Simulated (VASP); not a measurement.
A run of VASP 6.6.1 is set up as follows.

Contents of POSCAR:

```
LiY3
1.0
    0.0000000000      3.8998520000      3.8998520000
    3.8998520000      0.0000000000      3.8998520000
    3.8998520000      3.8998520000      0.0000000000
Li Y
1 3
Direct
    0.0000000000      0.0000000000      0.0000000000
    0.2500000000      0.2500000000      0.2500000000
    0.7500000000      0.7500000000      0.7500000000
    0.5000000000      0.5000000000      0.5000000000
```

Contents of INCAR.step1:

```
SYSTEM = LiY3
  PREC = Accurate
  ENCUT = 830
  ISMEAR = -1
  SIGMA = 0.05
  LREAL = .FALSE.
  LASPH = .TRUE.
  NELM = 120
  NBANDS = 26
  GGA = PE
  ALGO = Normal
  EDIFF = 1E-5
  LWAVE = .TRUE.
  LCHARG = .FALSE.
  GGA_COMPAT = .FALSE.
```

INCAR.step2

```
SYSTEM = LiY3
  PREC = Accurate
  ENCUT = 830
  EDIFF = 1E-6
  ISMEAR = -1
  SIGMA = 0.05
  LREAL = .FALSE.
  LASPH = .TRUE.
  NELM = 120
  ALGO = Normal
  ISIF = 2
  LWAVE = .FALSE.
  LCHARG = .TRUE.
  METAGGA = R2SCAN
  LMIXTAU = .TRUE.
  LELF = .TRUE.
  LVHAR = .TRUE.
  NBANDS = 26
  ISTART = 1
  GGA_COMPAT = .FALSE.
```

KPOINTS

```
Automatic mesh
0
G
  5 5 5
  0 0 0
```

Potentials or basis: VASP PAW PBE potentials, release 64 (Li_sv, Y_sv).

Run with:

```console
$ cat potpaw_PBE.64/Li_sv/POTCAR potpaw_PBE.64/Y_sv/POTCAR > POTCAR
$ cp INCAR.step1 INCAR
$ mpirun -np 1 vasp_std > vasp.out
$ cp INCAR.step2 INCAR
$ mpirun -np 1 vasp_std > vasp.out
```

Question: Estimate the band gap on the k mesh.

Answer: Zero (bands 18 and 19 overlap by 0.57 eV).

Question: Estimate the pressure.

Answer: 0.4 GPa.

Caveat: the PAW data sets were made with another functional, which shifts forces and pressure a little.
